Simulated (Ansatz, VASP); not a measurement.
## Mo: VASP beside Ansatz

The input POSCAR:

```
Mo
1.0
    2.8877885796      0.0000000000      0.0000000000
   -1.4438942898      2.5008982707      0.0000000000
    0.0000000000      0.0000000000      2.2928073694
Mo
1
Direct
    0.0000000000      0.0000000000      0.5000000000
```

INCAR.step1

```
SYSTEM = Mo
PREC = Accurate
ENCUT = 520
ISMEAR = 0
SIGMA = 0.15
LREAL = .False.
LASPH = .True.
NELM = 80
NBANDS = 13
GGA = PE
ALGO = Normal
EDIFF = 1E-4
LWAVE = .True.
LCHARG = .False.
```

File INCAR.step2:

```
SYSTEM = Mo
PREC = Accurate
ENCUT = 520
EDIFF = 1E-6
ISMEAR = 0
SIGMA = 0.15
LREAL = .False.
LASPH = .True.
NELM = 80
ALGO = Normal
ISIF = 2
LWAVE = .False.
LCHARG = .False.
METAGGA = R2SCAN
LMIXTAU = .True.
NBANDS = 13
ISTART = 1
```

File KPOINTS:

```
Automatic mesh
0
Gamma
  24 24 20
  0 0 0
```

Input for Ansatz:

```yaml
crystal:
  lattice:
    - [2.8877885796, 0.0, 0.0]
    - [-1.4438942898, 2.5008982707, 0.0]
    - [0.0, 0.0, 2.2928073694]
  atoms:
    - { symbol: Mo, position: [0.0, 0.0, 0.5] }
basis:
  ecutwfc: 500
kpoints:
  mp_grid: { grid: [24, 24, 20] }
hamiltonian:
  xc: r2scan
scf:
  occupations: { method: gaussian, width: 0.15 }
output:
  forces: true
  stress: true
  eigenvalues: true
```

Alike in both runs: task single point; functional r2SCAN; k mesh 24 × 24 × 20; occupations gaussian, width 0.15 eV; no spin polarisation.

```csv
,VASP,Ansatz
version,VASP 6.6.1,Ansatz 0.2.0
potentials or method,"VASP PAW PBE potentials, release 64 (Mo_sv), cutoff 520 eV","scalar-relativistic, plane waves, PAW"
valence electrons in the cell,14,14
```

|  | VASP | Ansatz | Ansatz less VASP |
| --- | --- | --- | --- |
| gap on the k mesh at the Fermi level (eV) | none | none | - |
| pressure (GPa) | 8.5 | 7.0 | -1.50 |
| traceless stress, the component that is largest in VASP (GPa) | 31.73 | 30.16 | -1.578 |

VASP's potentials were made for PBE, not for r2SCAN. A gap of «none» marks a metal or a gap that the smearing closes.
